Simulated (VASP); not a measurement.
A run of VASP 6.6.1 is set up as follows.

Contents of INCAR:

```
SYSTEM = TiO2
  PREC = Accurate
  ENCUT = 520
  EDIFF = 1E-6
  ISMEAR = 0
  SIGMA = 0.01
  LREAL = .False.
  LASPH = .True.
  NELM = 100
  ALGO = Normal
  ISIF = 2
  LWAVE = .False.
  LCHARG = .False.
  GGA = PS
  NBANDS = 33
```

KPOINTS

```
regular mesh
0
Gamma
  8 8 8
  0 0 0
```

POSCAR

```
TiO2
1.0
   -1.9251564484      1.9251564484      4.8404137054
    1.9251564484     -1.9251564484      4.8404137054
    1.9251564484      1.9251564484     -4.8404137054
Ti O
2 4
Direct
    0.0000000000      0.0000000000      0.0000000000
    0.7500000000      0.2500000000      0.5000000000
    0.2081000000      0.2081000000      0.0000000000
    0.9581000000      0.4581000000      0.5000000000
    0.5419000000      0.0419000000      0.5000000000
    0.7919000000      0.7919000000      0.0000000000
```

Potentials or basis: VASP PAW PBE potentials, release 64 (Ti_sv, O).

Run with:

```sh
$ cat potpaw_PBE.64/Ti_sv/POTCAR potpaw_PBE.64/O/POTCAR > POTCAR
$ mpirun -np 1 vasp_std > vasp.out
```

Problem. Predict the largest force.

Solution. 0.277 eV/Å.

Problem. Predict the band gap on the k mesh.

Solution. 1.98 eV (least direct gap 2.28 eV).

Forces in eV/Å, atoms in the order of the input:
```
Ti   0.000  0.000  0.000
Ti   0.000  0.000  0.000
O    0.000  0.000 -0.277
O    0.000  0.000 -0.277
O    0.000  0.000  0.277
O    0.000  0.000  0.277
```

Caveat: the cell stands under tension; the PAW data sets were made with another functional, which shifts forces and pressure a little. A hybrid or GW would open this gap; PBEsol tends to underestimate it.
